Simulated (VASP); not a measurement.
# TlAgS2 (P-4m2) in VASP: notebook

Runs on TlAgS2. Level: PBE. Tasks: single point.

Everything below comes from runs of VASP 6.6.1. Logs are shortened: lines on timing, memory, paths and dates and some standing lists are left out, and cuts for length are marked.

**1. The cell of the first run**

Symmetry: P-4m2, No. 115, tetragonal system. The conventional cell has a = 4.203 Å, b = 4.203 Å, c = 5.993 Å, α = 90.00°, β = 90.00°, γ = 90.00°. Tl (site symmetry -4m2) has 4 S at 2.61 Å within 3.4 Å. Ag (site symmetry -4m2) has 4 S at 2.55 Å within 3.4 Å. S (site symmetry 2mm) has 2 Ag at 2.55 Å and 2 Tl at 2.61 Å within 3.4 Å.

**2. Single point, PBE, collinear spin, ferromagnetic start**

Contents of INCAR:

```
SYSTEM = TlAgS2
PREC = Accurate
ENCUT = 520
EDIFF = 1E-7
ISMEAR = 0
SIGMA = 0.1
LREAL = .FALSE.
LASPH = .TRUE.
NELM = 150
ALGO = Normal
ISIF = 2
LWAVE = .FALSE.
LCHARG = .FALSE.
ISPIN = 2
MAGMOM = 0 1 0 0
LORBIT = 11
LMAXMIX = 4
GGA = PE
NBANDS = 30
```

Contents of KPOINTS:

```
regular mesh
0
G
  4 4 4
  0 0 0
```

Contents of POSCAR:

```
TlAgS2
1.0
    4.2027026000      0.0000000000      0.0000000000
    0.0000000000      4.2027026000      0.0000000000
    0.0000000000      0.0000000000      5.9928355000
Tl Ag S
1 1 2
Direct
    0.5000000000      0.5000000000      0.5000000000
    0.0000000000      0.0000000000      0.0000000000
    0.5000000000      0.0000000000      0.2409170000
    0.0000000000      0.5000000000      0.7590830000
```

Potentials or basis: VASP PAW PBE potentials, release 64 (Tl_d, Ag, S).

Run with:

```bash
cat potpaw_PBE.64/Tl_d/POTCAR potpaw_PBE.64/Ag/POTCAR potpaw_PBE.64/S/POTCAR > POTCAR
mpirun -np 1 vasp_std > vasp.out
```

OUTCAR:

```text
SYSTEM = TlAgS2
   PREC = Accurate
   ENCUT = 520
   EDIFF = 1E-7
   ISMEAR = 0
   LREAL = .FALSE.
   LASPH = .TRUE.
   NELM = 150
   ISIF = 2
   ISPIN = 2
   LORBIT = 11
   GGA = PE

 ion  position               nearest neighbor table
   1  0.500  0.500  0.500-   3 2.61   4 2.61   3 2.61   4 2.61
   2  0.000  0.000  0.000-   3 2.55   4 2.55   4 2.55   3 2.55
   3  0.500  0.000  0.241-   2 2.55   2 2.55   1 2.61   1 2.61
   4  0.000  0.500  0.759-   2 2.55   2 2.55   1 2.61   1 2.61

  LATTYP: Found a simple tetragonal cell.
 ALAT       =     4.2027026000
 C/A-ratio  =     1.4259480316

  Lattice vectors:

 A1 = (   4.2027026000,   0.0000000000,   0.0000000000)
 A2 = (   0.0000000000,   4.2027026000,   0.0000000000)
 A3 = (   0.0000000000,   0.0000000000,   5.9928355000)

Analysis of symmetry for initial positions (statically):
=====================================================================
 Subroutine PRICEL returns:
 Original cell was already a primitive cell.

 Routine SETGRP: Setting up the symmetry group for a
 simple tetragonal supercell.

 Subroutine GETGRP returns: Found  8 space group operations
 (whereof  8 operations were pure point group operations)
 out of a pool of 16 trial point group operations.

The static configuration has the point symmetry D_2d.

Analysis of symmetry for dynamics (positions and initial velocities):
=====================================================================
 Subroutine PRICEL returns:
 Original cell was already a primitive cell.

 Routine SETGRP: Setting up the symmetry group for a
 simple tetragonal supercell.

 Subroutine GETGRP returns: Found  8 space group operations
 (whereof  8 operations were pure point group operations)
 out of a pool of 16 trial point group operations.

The dynamic configuration has the point symmetry D_2d.

Analysis of structural, dynamic, and magnetic symmetry:
=====================================================================
 Subroutine PRICEL returns:
 Original cell was already a primitive cell.

 Routine SETGRP: Setting up the symmetry group for a
 simple tetragonal supercell.

 Subroutine GETGRP returns: Found  8 space group operations
 (whereof  8 operations were pure point group operations)
 out of a pool of 16 trial point group operations.

The overall configuration has the point symmetry D_2d.

 Subroutine INISYM returns: Found  8 space group operations
[... 120 lines left out ...]
   LHFCALC =     F    Hartree Fock is set to
   AEXX    =    0.0000 exact exchange contribution
   IVDW    =     0    specifies the selected vdW correction
   LEPSILON=     F    determine dielectric tensor
   LRPA    =     F    only Hartree local field effects (RPA)
 spin polarized calculation
 Gauss-broadening in eV      SIGMA  =   0.10
  energy-cutoff  :      520.00
  volume of cell :      105.85
 maximum number of plane-waves:      2868
 NGX is ok and might be reduce to    32
   NGX = 15   NGY = 15   NGZ = 23

 number of electron      36.0000010 magnetization      -0.0000341

 number of electron      36.0000010 magnetization       0.0000240

 Free energy of the ion-electron system (eV)
  ---------------------------------------------------
  ext. energy  EPLUGINS =         0.00000000
  ---------------------------------------------------
  free energy    TOTEN  =       -13.71971472 eV

  energy without entropy =      -13.71690267  energy(sigma->0) =      -13.71830870

 E-fermi :   3.5934     XC(G=0):  -8.9947

 val. band max:        3.4496658368   @ k =   0.2500   0.0000   0.0000
 cond. band min:       3.5946214064   @ k =   0.0000   0.0000   0.0000
 fundamental gap:      0.1449555696
 Fermi energy:         3.5934179618

 spin component 1

 k-point     1 :       0.0000    0.0000    0.0000
  band No.  band energies     occupation
      1      -9.4947      1.00000
      2      -9.1938      1.00000
      3      -7.7386      1.00000
      4      -7.7386      1.00000
      5      -7.6234      1.00000
      6      -7.5040      1.00000
[... 583 lines left out ...]
     29      15.5077      0.00000
     30      15.5357      0.00000
 Fermi energy:         3.5934179618

 spin component 2

 k-point     1 :       0.0000    0.0000    0.0000
  band No.  band energies     occupation
      1      -9.4947      1.00000
      2      -9.1938      1.00000
      3      -7.7386      1.00000
      4      -7.7386      1.00000
      5      -7.6234      1.00000
      6      -7.5040      1.00000
[... 583 lines left out ...]
     29      15.5077      0.00000
     30      15.5101      0.00000

------------------------ aborting loop because EDIFF is reached ----------------------------------------

  FORCE on cell =-STRESS in cart. coord.  units (eV):
  Direction    XX          YY          ZZ          XY          YZ          ZX
  --------------------------------------------------------------------------------------
  -------------------------------------------------------------------------------------
  Total        0.0290102      0.0290102     -0.0431235      0.0000000      0.0000000      0.0000000
  in kB        0.4391087      0.4391087     -0.6527325      0.0000000      0.0000000      0.0000000
  external PRESSURE =       0.0751616 kB  Pullay stress =       0.0000000 kB

 VOLUME and BASIS-vectors are now :
 -----------------------------------------------------------------------------
  energy-cutoff  :      520.00
  volume of cell :      105.85
      direct lattice vectors                 reciprocal lattice vectors
     4.202702600  0.000000000  0.000000000     0.237942128  0.000000000  0.000000000
     0.000000000  4.202702600  0.000000000     0.000000000  0.237942128  0.000000000
     0.000000000  0.000000000  5.992835500     0.000000000  0.000000000  0.166865918

 POSITION                                       TOTAL-FORCE (eV/Angst)
 -----------------------------------------------------------------------------------
      2.10135      2.10135      2.99642         0.000000      0.000000      0.000000
      0.00000      0.00000      0.00000         0.000000     -0.000000      0.000000
      2.10135      0.00000      1.44378         0.000000     -0.000000      0.010217
      0.00000      2.10135      4.54906         0.000000     -0.000000     -0.010217
 -----------------------------------------------------------------------------------
    total drift:                                0.000000      0.000000     -0.000000

  FREE ENERGIE OF THE ION-ELECTRON SYSTEM (eV)
  ---------------------------------------------------
  free  energy   TOTEN  =       -13.7197147223 eV

  energy  without entropy=      -13.7169026679  energy(sigma->0) =      -13.71830870

 total charge

# of ion       s       p       d       tot
------------------------------------------
    1        0.970   0.501   9.713  11.184
    2        0.326   0.274   9.232   9.832
    3        1.347   2.305   0.000   3.652
    4        1.347   2.305   0.000   3.652
--------------------------------------------------
tot          3.991   5.384  18.945  28.320

 magnetization (x)

# of ion       s       p       d       tot
------------------------------------------
    1       -0.000  -0.000  -0.000  -0.000
    2        0.000   0.000  -0.000   0.000
    3       -0.000  -0.000   0.000  -0.000
    4       -0.000  -0.000   0.000  -0.000
--------------------------------------------------
tot         -0.000  -0.000  -0.000  -0.000
```

OSZICAR:

```text
N       E                     dE             d eps       ncg     rms          rms(c)
DAV:   1     0.206376763909E+03    0.20638E+03   -0.16618E+04  2176   0.105E+03
DAV:   2    -0.445236839377E+01   -0.21083E+03   -0.20200E+03  2406   0.250E+02
DAV:   3    -0.142798626545E+02   -0.98275E+01   -0.97220E+01  2556   0.505E+01
DAV:   4    -0.143999239315E+02   -0.12006E+00   -0.11999E+00  2520   0.606E+00
DAV:   5    -0.144022017871E+02   -0.22779E-02   -0.22778E-02  2616   0.837E-01    0.131E+01
DAV:   6    -0.136991104060E+02    0.70309E+00   -0.14820E+00  2452   0.128E+01    0.892E+00
DAV:   7    -0.137223567259E+02   -0.23246E-01   -0.75698E-01  2490   0.494E+00    0.480E+00
DAV:   8    -0.137191648789E+02    0.31918E-02   -0.34423E-02  2424   0.109E+00    0.145E+00
DAV:   9    -0.137192114739E+02   -0.46595E-04   -0.65547E-03  2494   0.516E-01    0.473E-01
DAV:  10    -0.137192764829E+02   -0.65009E-04   -0.55157E-04  2530   0.146E-01    0.153E-01
DAV:  11    -0.137195160396E+02   -0.23956E-03   -0.12714E-04  2460   0.650E-02    0.937E-02
DAV:  12    -0.137196903860E+02   -0.17435E-03   -0.13050E-04  2388   0.549E-02    0.436E-02
DAV:  13    -0.137197070577E+02   -0.16672E-04   -0.14452E-05  2602   0.193E-02    0.978E-03
DAV:  14    -0.137197120519E+02   -0.49942E-05   -0.39321E-06  2436   0.967E-03    0.520E-03
DAV:  15    -0.137197143534E+02   -0.23015E-05   -0.18798E-06  2430   0.591E-03    0.285E-03
DAV:  16    -0.137197146767E+02   -0.32329E-06   -0.26584E-07  2536   0.231E-03    0.138E-03
DAV:  17    -0.137197147223E+02   -0.45592E-07   -0.65782E-08  1902   0.117E-03
   1 F= -.13719715E+02 E0= -.13718309E+02  d E =-.281205E-02  mag=    -0.0000
```

stdout:

```text
POSCAR found type information on POSCAR TlAgS
 POSCAR found :  3 types and       4 ions
 scaLAPACK will be used
 LDA part: xc-table for (Slater+PW92), standard interpolation
 POSCAR, INCAR and KPOINTS ok, starting setup
 FFT: planning ... GRIDC
 FFT: planning ... GRID_SOFT
 FFT: planning ... GRID
 WAVECAR not read
 entering main loop
```

Wall time 2.1 min (1 thread of Intel Xeon Platinum 8259CL at 2.50GHz (Skylake/Cascade Lake), shared host); peak memory 0.3 GiB.

What came out:

```yaml
Free_energy: -13.7197 eV
Pressure: 0.0 GPa
Largest_force: 0.010 eV/Å
Band_gap_on_the_k_mesh: zero (filled and empty bands touch)
Net_moment: 0.00 μB per cell
Valence_electrons_inside_the_program's_atomic_spheres: Tl 11.18; Ag 9.83; S 3.65
```

Forces on the atoms (eV/Å):
```
Tl   0.000  0.000  0.000
Ag   0.000  0.000  0.000
S    0.000  0.000  0.010
S    0.000  0.000 -0.010
```

Caveat: the k points lie up to 0.37 Å⁻¹ apart; spin-orbit coupling is left out, which moves the levels of the heavy elements.

**3. Single point, PBE**

Contents of INCAR:

```
PREC = Accurate
ENCUT = 520
EDIFF = 1E-6
ISMEAR = 0
SIGMA = 0.1
LREAL = F
LASPH = T
NELM = 80
ALGO = Normal
ISIF = 2
LWAVE = F
LCHARG = F
GGA = PE
NBANDS = 26
```

Contents of KPOINTS:

```
Automatic mesh
0
Gamma
  12 12 8
```

POSCAR is that of step 2.

Potentials or basis: VASP PAW PBE potentials, release 64 (Tl_d, Ag, S).

Run with:

```bash
cat potpaw_PBE.64/Tl_d/POTCAR potpaw_PBE.64/Ag/POTCAR potpaw_PBE.64/S/POTCAR > POTCAR
mpirun -np 1 vasp_std > vasp.out
```

Run time: 5 min. Hardware: 1 thread of Intel Xeon Platinum 8259CL at 2.50GHz (Skylake/Cascade Lake), shared host; peak memory 0.5 GiB.

It converged, with:

- Free energy: -13.7451 eV
- Pressure: -0.1 GPa
- Largest force: 0.003 eV/Å
- Band gap on the k mesh: zero (filled and empty bands touch)

Forces in eV/Å, atoms in the order of the input:
```
Tl   0.000  0.000  0.000
Ag   0.000  0.000  0.000
S    0.000  0.000  0.003
S    0.000  0.000 -0.003
```

Levels at points of the mesh, in eV from the Fermi level:
```csv
k point,band 15,band 16,band 17,band 18,band 19,band 20,band 21,band 22
"(0.00, 0.00, 0.00)",-2.58,-0.65,-0.21,-0.05,-0.05,2.79,3.61,5.35
"(0.50, 0.00, 0.00)",-2.67,-1.70,-1.62,-0.44,1.13,4.44,4.73,5.36
"(0.50, 0.50, 0.00)",-2.75,-2.08,-2.08,-1.51,1.56,2.90,2.90,4.78
"(0.00, 0.00, 0.50)",-2.08,-2.08,-0.63,-0.63,1.14,2.57,4.43,4.56
"(0.50, 0.00, 0.50)",-1.70,-1.35,-0.66,-0.41,0.05,3.03,5.39,5.44
"(0.50, 0.50, 0.50)",-2.49,-2.49,-2.15,-1.81,1.87,4.46,4.46,5.89
```

Caveat: spin-orbit coupling is left out, which moves the levels of the heavy elements.
